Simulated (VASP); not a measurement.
Ba2TeMo2:

```
Ba Te Mo
1.0
     4.21670    0.00000    0.00000
    -2.10835    3.65177    0.00000
     0.00000    0.00000   10.43251
Ba Te Mo
2 1 2
Direct
  0.00000 0.00000 0.59246
  0.66667 0.33333 0.83705
  0.33333 0.66667 0.22181
  0.33333 0.66667 0.01262
  0.66667 0.33333 0.14488
```

The cell was built from a structure type or drawn by symmetry, and may not be a known phase.

```yaml
Program: VASP 6.6.1
Task: relaxation of cell and atoms
Functional: PBE
Potentials_or_basis: VASP PAW PBE potentials, release 64 (Ba_sv, Te, Mo_sv)
Cutoff: 600 eV
k_mesh: 5 × 5 × 2
Occupations: gaussian, width 0.2 eV
Spin: no spin polarisation
```

At the start: pressure 12.7 GPa; volume 32.13 Å³/atom.

Problem. Where does the relaxation end?

Solution. Over 36 steps the energy falls by 995.4 meV/atom and the volume is 34.06 Å³/atom (+6.0 %); space group P3m1 (No. 156, to 0.1 Å) before and after.

The path:
| step | energy change (eV) | largest force (eV/Å) | pressure (GPa) | volume (Å³) |
| --- | --- | --- | --- | --- |
| 1 | 0.0000 | 13.5551 | 12.69 | 160.64 |
| 2 | 0.8857 | 3.4678 | -8.11 | 224.80 |
| 3 | -0.7659 | 3.6164 | -7.39 | 206.91 |
| 4 | -1.6640 | 3.6442 | -6.27 | 195.78 |
| 5 | -2.5593 | 2.7359 | -2.34 | 177.81 |
| 6 | -2.5744 | 2.7575 | -0.88 | 174.02 |
| 7 | -2.5804 | 2.7352 | -1.46 | 175.40 |
| 8 | -3.2542 | 2.0295 | -1.03 | 170.95 |
| 9 | -3.7019 | 1.2248 | 0.57 | 165.43 |
| 10 | -3.7262 | 1.2305 | 1.30 | 163.76 |
| 11 | -3.9804 | 1.3122 | -0.24 | 168.40 |
| 12 | -4.0333 | 1.4416 | -0.93 | 171.29 |
| 13 | -4.2791 | 1.2940 | 0.20 | 167.30 |
| 14 | -4.4607 | 0.9508 | 3.08 | 160.42 |
| 15 | -4.5590 | 0.9855 | 2.09 | 162.75 |
| 16 | -4.6321 | 1.1009 | 0.56 | 166.84 |
| 17 | -4.6812 | 0.8209 | -0.01 | 168.19 |
| 18 | -4.7616 | 0.6256 | -1.45 | 172.23 |
| 19 | -4.7700 | 0.6217 | -1.91 | 173.80 |
| 20 | -4.8134 | 0.6017 | -1.46 | 172.20 |
| 21 | -4.8869 | 0.6932 | 0.10 | 167.41 |
| 22 | -4.8906 | 0.8121 | 0.65 | 165.95 |
| 23 | -4.9165 | 0.6785 | 0.56 | 166.00 |
| 24 | -4.9364 | 0.3651 | 0.47 | 166.04 |
| 25 | -4.9370 | 0.4100 | 0.47 | 166.04 |
| 26 | -4.9469 | 0.2777 | -0.05 | 167.56 |
| 27 | -4.9496 | 0.2572 | -0.49 | 168.88 |
| 28 | -4.9575 | 0.2180 | -0.36 | 168.61 |
| 29 | -4.9668 | 0.1805 | -0.05 | 168.01 |
| 30 | -4.9673 | 0.1749 | 0.06 | 167.81 |
| 31 | -4.9694 | 0.1579 | 0.07 | 167.98 |
| 32 | -4.9729 | 0.1030 | 0.12 | 168.51 |
| 33 | -4.9733 | 0.1146 | 0.14 | 168.73 |
| 34 | -4.9750 | 0.0844 | -0.02 | 169.44 |
| 35 | -4.9756 | 0.0950 | -0.24 | 170.38 |
| 36 | -4.9769 | 0.0724 | -0.14 | 170.30 |

Final structure:
```
Ba Te Mo
1.0
     4.08151    0.00000    0.00000
    -2.04075    3.53469    0.00000
     0.00000    0.00000   11.80405
Ba Te Mo
2 1 2
Direct
  0.00000 0.00000 0.49370
  0.66667 0.33333 0.83207
  0.33333 0.66667 0.28574
  0.33333 0.66667 0.04946
  0.66667 0.33333 0.14786
```

Caveat: the relaxation stopped at a loose force limit of 0.08 eV/Å, so its end isn't a converged minimum.
